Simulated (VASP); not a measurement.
Crystal: HgTe.

```
Hg Te
1.0
     0.00000    3.18000    3.18000
     3.18000    0.00000    3.18000
     3.18000    3.18000    0.00000
Hg Te
1 1
Direct
  0.00000 0.00000 0.00000
  0.50000 0.50000 0.50000
```

| Quantity | Value |
| --- | --- |
| Program | VASP 6.6.1 |
| Task | relaxation of cell and atoms |
| Functional | LDA |
| Potentials or basis | VASP PAW LDA potentials, release 64 (Hg, Te) |
| Cutoff | 600 eV |
| k mesh | 7 × 7 × 7 |
| Occupations | fermi-dirac, width 0.05 eV |
| Spin | no spin polarisation |

At the start: pressure -7.7 GPa; volume 32.16 Å³/atom.

Question: Where does the relaxation end?

Answer: Over 3 steps the energy falls by 170.7 meV/atom and the volume is 26.38 Å³/atom (-18.0 %); space group Fm-3m (No. 225, to 0.05 Å).

The path:
| step | energy change (eV) | largest force (eV/Å) | pressure (GPa) | volume (Å³) |
| --- | --- | --- | --- | --- |
| 1 | 0.0000 | 0.0000 | -7.67 | 64.31 |
| 2 | -0.3286 | 0.0000 | 2.44 | 51.02 |
| 3 | -0.3414 | 0.0000 | 0.00 | 52.77 |

Final structure:
```cif
data_structure
_symmetry_space_group_name_H-M 'P 1'
_symmetry_Int_Tables_number 1
_cell_length_a 4.2101
_cell_length_b 4.2101
_cell_length_c 4.2101
_cell_angle_alpha 60.000
_cell_angle_beta 60.000
_cell_angle_gamma 60.000
_cell_volume 52.77
loop_
_atom_site_label
_atom_site_type_symbol
_atom_site_fract_x
_atom_site_fract_y
_atom_site_fract_z
_atom_site_occupancy
Hg1 Hg 0.00000 0.00000 0.00000 1
Te1 Te 0.50000 0.50000 0.50000 1
```

Caveat: the volume moved by over 15 % at a fixed basis, so the end points are rough; the volume moved by -18 % from the deposited cell, more than functionals usually miss.
